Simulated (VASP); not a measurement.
# AlN (P4_3) in VASP: single point with PBE

Aim: the single point of AlN with PBE.

Program: VASP 6.6.1. These are calculated values, not measurements. Logs are shortened: lines on timing, memory, paths and dates and some standing lists are left out, and cuts for length are marked.

### 1 The cell of the first run

It takes space group P4_3 (No. 78, tetragonal). Conventional cell: a = 5.619 Å, b = 5.619 Å, c = 3.008 Å, α = 90.00°, β = 90.00°, γ = 90.00°. Al (site symmetry 1) has 4 N at 1.88 to 2.00 Å within 2.5 Å. Within 2.5 Å of N (site symmetry 1) lie 4 Al at 1.88 to 2.00 Å.

### 2 Single point, PBE

File INCAR:

```
  PREC = Accurate
  ENCUT = 600
  EDIFF = 1E-6
  ISMEAR = 0
  SIGMA = 0.15
  LREAL = False
  LASPH = True
  NELM = 120
  ALGO = Normal
  ISIF = 2
  LWAVE = False
  LCHARG = True
  GGA = PE
  LELF = True
  LVHAR = True
  NBANDS = 26
  GGA_COMPAT = False
```

File KPOINTS:

```
regular mesh
0
Gamma
  2 2 3
```

File POSCAR:

```
AlN
1.0
    5.6187812831      0.0000000000      0.0000000000
    0.0000000000      5.6187812831      0.0000000000
    0.0000000000      0.0000000000      3.0077284612
Al N
4 4
Direct
    0.4002716229      0.8327490345      0.4121432478
    0.5997283771      0.1672509655      0.9121432478
    0.1672509655      0.4002716229      0.1621432478
    0.8327490345      0.5997283771      0.6621432478
    0.6220978247      0.8283887221      0.8927939522
    0.3779021753      0.1716112779      0.3927939522
    0.1716112779      0.6220978247      0.6427939522
    0.8283887221      0.3779021753      0.1427939522
```

Potentials or basis: VASP PAW PBE potentials, release 64 (Al, N).

Started as:

```sh
$ cat potpaw_PBE.64/Al/POTCAR potpaw_PBE.64/N/POTCAR > POTCAR
$ mpirun -np 1 vasp_std > vasp.out
```

OUTCAR:

```text
PREC = Accurate
   ENCUT = 600
   EDIFF = 1E-6
   ISMEAR = 0
   LREAL = False
   LASPH = True
   NELM = 120
   ISIF = 2
   GGA = PE

 ion  position               nearest neighbor table
   1  0.400  0.833  0.412-   7 1.88   5 1.91   6 1.91   5 2.00   2 2.66   2 2.66   4 2.86   3 2.86

   2  0.600  0.167  0.912-   8 1.88   6 1.91   5 1.91   6 2.00   1 2.66   1 2.66   4 2.86   3 2.86

   3  0.167  0.400  0.162-   6 1.88   7 1.91   8 1.91   7 2.00   4 2.66   4 2.66   1 2.86   2 2.86

   4  0.833  0.600  0.662-   5 1.88   8 1.91   7 1.91   8 2.00   3 2.66   3 2.66   1 2.86   2 2.86

   5  0.622  0.828  0.893-   4 1.88   1 1.91   2 1.91   1 2.00
   6  0.378  0.172  0.393-   3 1.88   2 1.91   1 1.91   2 2.00
   7  0.172  0.622  0.643-   1 1.88   3 1.91   4 1.91   3 2.00
   8  0.828  0.378  0.143-   2 1.88   4 1.91   3 1.91   4 2.00

  LATTYP: Found a simple tetragonal cell.
 ALAT       =     5.6187812831
 C/A-ratio  =     0.5352990817

  Lattice vectors:

 A1 = (   5.6187812831,   0.0000000000,   0.0000000000)
 A2 = (   0.0000000000,   5.6187812831,   0.0000000000)
 A3 = (   0.0000000000,   0.0000000000,   3.0077284612)

Analysis of symmetry for initial positions (statically):
=====================================================================
 Subroutine PRICEL returns:
 Original cell was already a primitive cell.

 Routine SETGRP: Setting up the symmetry group for a
 simple tetragonal supercell.

 Subroutine GETGRP returns: Found  4 space group operations
 (whereof  1 operations were pure point group operations)
 out of a pool of 16 trial point group operations.

The static configuration has the point symmetry C_1 .
 The point group associated with its full space group is C_1 .

Analysis of symmetry for dynamics (positions and initial velocities):
=====================================================================
 Subroutine PRICEL returns:
 Original cell was already a primitive cell.

 Routine SETGRP: Setting up the symmetry group for a
 simple tetragonal supercell.

 Subroutine GETGRP returns: Found  4 space group operations
 (whereof  1 operations were pure point group operations)
 out of a pool of 16 trial point group operations.

The dynamic configuration has the point symmetry C_1 .
 The point group associated with its full space group is C_1 .

 Subroutine INISYM returns: Found  4 space group operations
 (whereof  1 operations are pure point group operations),
 and found     1 'primitive' translations

----------------------------------------------------------------------------------------

                                     Primitive cell

  volume of cell :      94.9561

  direct lattice vectors                    reciprocal lattice vectors
     5.618781283  0.000000000  0.000000000     0.177974537  0.000000000  0.000000000
     0.000000000  5.618781283  0.000000000     0.000000000  0.177974537  0.000000000
     0.000000000  0.000000000  3.007728461     0.000000000  0.000000000  0.332476822

  length of vectors
     5.618781283  5.618781283  3.007728461     0.177974537  0.177974537  0.332476822

  position of ions in fractional coordinates (direct lattice)
     0.400271623  0.832749034  0.412143248
     0.599728377  0.167250966  0.912143248
     0.167250966  0.400271623  0.162143248
     0.832749034  0.599728377  0.662143248
     0.622097825  0.828388722  0.892793952
     0.377902175  0.171611278  0.392793952
     0.171611278  0.622097825  0.642793952
     0.828388722  0.377902175  0.142793952

  ion indices of the primitive-cell ions
   primitive index   ion index
                 1           1
                 2           2
                 3           3
                 4           4
                 5           5
                 6           6
                 7           7
                 8           8

----------------------------------------------------------------------------------------

 KPOINTS: regular mesh

Automatic generation of k-mesh.
 Grid dimensions read from file:
 generate k-points for:    2    2    3

 Generating k-lattice:

  Cartesian coordinates                     Fractional coordinates (reciprocal lattice)
     0.088987269  0.000000000  0.000000000     0.500000000  0.000000000  0.000000000
     0.000000000  0.088987269  0.000000000     0.000000000  0.500000000  0.000000000
     0.000000000  0.000000000  0.110825607     0.000000000  0.000000000  0.333333333

  Length of vectors
     0.088987269  0.088987269  0.110825607

  Shift w.r.t. Gamma in fractional coordinates (k-lattice)
     0.000000000  0.000000000  0.000000000

 Subroutine IBZKPT returns following result:
 ===========================================

 Found      6 irreducible k-points:

 Following reciprocal coordinates:
            Coordinates               Weight
  0.000000  0.000000  0.000000      1.000000
  0.500000  0.000000  0.000000      2.000000
  0.500000  0.500000  0.000000      1.000000
  0.000000  0.000000  0.333333      2.000000
  0.500000  0.000000  0.333333      4.000000
  0.500000  0.500000  0.333333      2.000000
   k-points           NKPTS =      6   k-points in BZ     NKDIM =      6   number of bands    NBANDS=     26
   number of dos      NEDOS =    301   number of ions     NIONS =      8
   total plane-waves  NPLWV =  55296
   dimension x,y,z NGX =    48 NGY =   48 NGZ =   24
   dimension x,y,z NGXF=    96 NGYF=   96 NGZF=   48
   ions per type =               4   4
   NGX,Y,Z   is equivalent  to a cutoff of  14.20, 14.20, 13.27 a.u.
   NGXF,Y,Z  is equivalent  to a cutoff of  28.40, 28.40, 26.53 a.u.
 SYSTEM =  unknown system
   PREC   = accura    normal or accurate (medium, high low for compatibility)
   ISTART =      0    job   : 0-new  1-cont  2-samecut
   ICHARG =      2    charge: 1-file 2-atom 10-const
   ISPIN  =      1    spin polarized calculation?
   LNONCOLLINEAR =      F non collinear calculations
   LSORBIT =      F    spin-orbit coupling
   LASPH  =      T    aspherical Exc in radial PAW
   ENCUT  =  600.0 eV  44.10 Ry    6.64 a.u.  11.22 11.22  6.01*2*pi/ulx,y,z
   NELM   =    120;   NELMIN=  2; NELMDL= -5     # of ELM steps
   EDIFF  = 0.1E-05   stopping-criterion for ELM
   LREAL  =      F    real-space projection
   EDIFFG = 0.1E-04   stopping-criterion for IOM
   NSW    =      0    number of steps for IOM
   IBRION =     -1    ionic relax: 0-MD 1-quasi-New 2-CG
   NFREE  =      0    steps in history (QN), initial steepest desc. (CG)
   ISIF   =      2    stress and relaxation
   ISYM   =      2    0-nonsym 1-usesym 2-fastsym
   POTIM  = 0.5000    time-step for ionic-motion
   TEBEG  =    0.0;   TEEND  =   0.0 temperature during run
   PSTRESS=    0.0 pullay stress
   NELECT =      32.0000    total number of electrons
   NUPDOWN=      -1.0000    fix difference up-down
   EMIN   =  10.00;   EMAX   =-10.00  energy-range for DOS
   EFERMI =   0.00;   METHOD = LEGACY
   ISMEAR =     0;   SIGMA  =   0.15  broadening in eV -4-tet -1-fermi 0-gaus
   EFERMI_NEDOS =   21; number of points for ismear=-14 and -15
   IALGO  =     38    algorithm
   IMIX   =      4    mixing-type and parameters
     AMIX     =   0.40;   BMIX     =  1.00
     AMIX_MAG =   1.60;   BMIX_MAG =  1.00
  volume/ion in A,a.u.               =      11.87        80.10
  Fermi-wavevector in a.u.,A,eV,Ry     =   1.139245  2.152861 17.658724  1.297880
  Thomas-Fermi vector in A             =   2.275949
   LORBIT       =      0    0 simple, 1 ext, 2 COOP (PROOUT), +10 PAW based schemes
   GGA     = PE    functional components
   LHFCALC =     F    Hartree Fock is set to
   AEXX    =    0.0000 exact exchange contribution
   IVDW    =     0    specifies the selected vdW correction
   LEPSILON=     F    determine dielectric tensor
   LRPA    =     F    only Hartree local field effects (RPA)
 non-spin polarized calculation
 Gauss-broadening in eV      SIGMA  =   0.15
  energy-cutoff  :      600.00
  volume of cell :       94.96
 maximum number of plane-waves:      3184
 NGX is ok and might be reduce to    48
   NGX = 23   NGY = 23   NGZ = 13

 number of electron      32.0000001 magnetization

 Free energy of the ion-electron system (eV)
  ---------------------------------------------------
  ext. energy  EPLUGINS =         0.00000000
  ---------------------------------------------------
  free energy    TOTEN  =       -56.13677997 eV

  energy without entropy =      -56.13677997  energy(sigma->0) =      -56.13677997

 E-fermi :   5.8263     XC(G=0): -10.1222

 val. band max:        5.1432426351   @ k =   0.0000   0.0000   0.0000
 cond. band min:       7.8021844283   @ k =   0.0000   0.0000   0.0000
 fundamental gap:      2.6589417932
 Fermi energy:         5.8262721482

 k-point     1 :       0.0000    0.0000    0.0000
  band No.  band energies     occupation
      1     -10.2264      2.00000
      2      -8.7082      2.00000
      3      -7.9258      2.00000
      4      -7.9258      2.00000
      5      -0.6847      2.00000
      6      -0.0749      2.00000
[... 18 lines left out ...]
     25      14.8516      0.00000
     26      16.0255      0.00000

 k-point     2 :       0.5000    0.0000    0.0000
  band No.  band energies     occupation
      1      -9.7492      2.00000
      2      -9.5228      2.00000
      3      -7.8702      2.00000
      4      -7.6792      2.00000
      5      -1.0071      2.00000
      6      -0.4508      2.00000
[... 18 lines left out ...]
     25      15.6863      0.00000
     26      15.8314      0.00000

 k-point     3 :       0.5000    0.5000    0.0000
  band No.  band energies     occupation
      1      -9.4745      2.00000
      2      -9.4745      2.00000
      3      -8.5562      2.00000
      4      -7.4834      2.00000
      5       0.2229      2.00000
      6       0.2229      2.00000
[... 18 lines left out ...]
     25      13.9726      0.00000
     26      15.1552      0.00000

 k-point     4 :       0.0000    0.0000    0.3333
  band No.  band energies     occupation
      1      -9.1685      2.00000
      2      -7.9309      2.00000
      3      -7.7894      2.00000
      4      -7.4300      2.00000
      5      -0.1902      2.00000
      6      -0.0852      2.00000
[... 18 lines left out ...]
     25      15.1700      0.00000
     26      15.2186      0.00000

 k-point     5 :       0.5000    0.0000    0.3333
  band No.  band energies     occupation
      1      -8.7847      2.00000
      2      -8.6007      2.00000
      3      -7.5614      2.00000
      4      -7.4103      2.00000
      5      -0.3081      2.00000
      6      -0.1916      2.00000
[... 18 lines left out ...]
     25      14.9556      0.00000
     26      15.4541      0.00000

 k-point     6 :       0.5000    0.5000    0.3333
  band No.  band energies     occupation
      1      -8.5864      2.00000
      2      -8.5136      2.00000
      3      -7.9976      2.00000
      4      -7.3291      2.00000
      5      -0.4986      2.00000
      6      -0.1549      2.00000
[... 18 lines left out ...]
     25      14.9379      0.00000
     26      15.2628      0.00000

------------------------ aborting loop because EDIFF is reached ----------------------------------------

  FORCE on cell =-STRESS in cart. coord.  units (eV):
  Direction    XX          YY          ZZ          XY          YZ          ZX
  --------------------------------------------------------------------------------------
  -------------------------------------------------------------------------------------
  Total       -0.4307847     -0.4307847     -0.2487228      0.0000000      0.0000000      0.0000000
  in kB       -7.2685525     -7.2685525     -4.1966557      0.0000005      0.0000000      0.0000000
  external PRESSURE =      -6.2445869 kB  Pullay stress =       0.0000000 kB

 VOLUME and BASIS-vectors are now :
 -----------------------------------------------------------------------------
  energy-cutoff  :      600.00
  volume of cell :       94.96
      direct lattice vectors                 reciprocal lattice vectors
     5.618781283  0.000000000  0.000000000     0.177974537  0.000000000  0.000000000
     0.000000000  5.618781283  0.000000000     0.000000000  0.177974537  0.000000000
     0.000000000  0.000000000  3.007728461     0.000000000  0.000000000  0.332476822

 POSITION                                       TOTAL-FORCE (eV/Angst)
 -----------------------------------------------------------------------------------
      2.24904      4.67903      1.23961         0.045832     -0.004140     -0.008882
      3.36974      0.93975      2.74348        -0.045832      0.004140     -0.008882
      0.93975      2.24904      0.48768         0.004140      0.045832     -0.008882
      4.67903      3.36974      1.99155        -0.004140     -0.045832     -0.008882
      3.49543      4.65454      2.68528        -0.042421      0.021782      0.008882
      2.12335      0.96425      1.18142         0.042421     -0.021782      0.008882
      0.96425      3.49543      1.93335        -0.021782     -0.042421      0.008882
      4.65454      2.12335      0.42949         0.021782      0.042421      0.008882
 -----------------------------------------------------------------------------------
    total drift:                                0.000000     -0.000000      0.000498

  FREE ENERGIE OF THE ION-ELECTRON SYSTEM (eV)
  ---------------------------------------------------
  free  energy   TOTEN  =       -56.1367799660 eV

  energy  without entropy=      -56.1367799660  energy(sigma->0) =      -56.13677997
```

Run time: 10 s. Hardware: 1 thread of Intel Xeon 6975P-C (Granite Rapids), shared host; peak memory 0.22 GiB.

Results:

- Free energy: -56.1368 eV
- Pressure: -0.6 GPa
- Largest force: 0.049 eV/Å
- Band gap on the k mesh: 2.66 eV, direct

Forces on the atoms (eV/Å):
```
Al   0.046 -0.004 -0.009
Al  -0.046  0.004 -0.009
Al   0.004  0.046 -0.009
Al  -0.004 -0.046 -0.009
N   -0.042  0.022  0.009
N    0.042 -0.022  0.009
N   -0.022 -0.042  0.009
N    0.022  0.042  0.009
```

Stress tensor (GPa, compression positive):
```
-0.73  0.00  0.00
 0.00 -0.73  0.00
 0.00  0.00 -0.42
```

Caveat: the k points lie up to 0.70 Å⁻¹ apart.
